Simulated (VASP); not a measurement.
Runs of VASP 6.6.1 on TaN. The structure is that of space group P6_3mc (No. 186), or close to it. The cells are those of the table. 

| cell | gap on the mesh (eV) | pressure (GPa) | largest force (eV/Å) |
| --- | --- | --- | --- |
| a = 3.079, b = 3.079, c = 6.469 Å, angles 90.0, 90.0, 120.0°, 4 atoms | none | -12.1 | 1.03 |
| a = 3.246, b = 3.246, c = 6.045 Å, angles 90.0, 90.0, 120.0°, 4 atoms | none | -14.9 | 0.63 |
| a = 3.249, b = 3.249, c = 5.811 Å, angles 90.0, 90.0, 120.0°, 4 atoms | none | (b) | 1.86 |
| a = 3.203, b = 3.203, c = 6.209 Å, angles 90.0, 90.0, 120.0°, 4 atoms | none | (a) | 0.05 |
| a = 3.118, b = 3.118, c = 6.551 Å, angles 90.0, 90.0, 120.0°, 4 atoms | none | -19.8 | 0.83 |

Alike in all rows: task single point; level PBEsol; potentials or basis VASP PAW PBE potentials, release 64 (Ta_pv, N); no spin polarisation; k mesh 18 × 18 × 8; cutoff (eV) 520; smearing gaussian 0.15 eV.

Question: Fill in the values left out.

Answer: (a) -17.4; (b) -2.7.

Caveats: the PAW data sets were made with another functional, which shifts forces and pressure a little; spin-orbit coupling is left out, which moves the levels of the heavy elements; the cell stands under tension (at least some runs).

A k mesh can miss the band edges, and the runs leave out spin-orbit coupling on Ta.

A gap of «none» marks levels without a gap at the run's occupations.
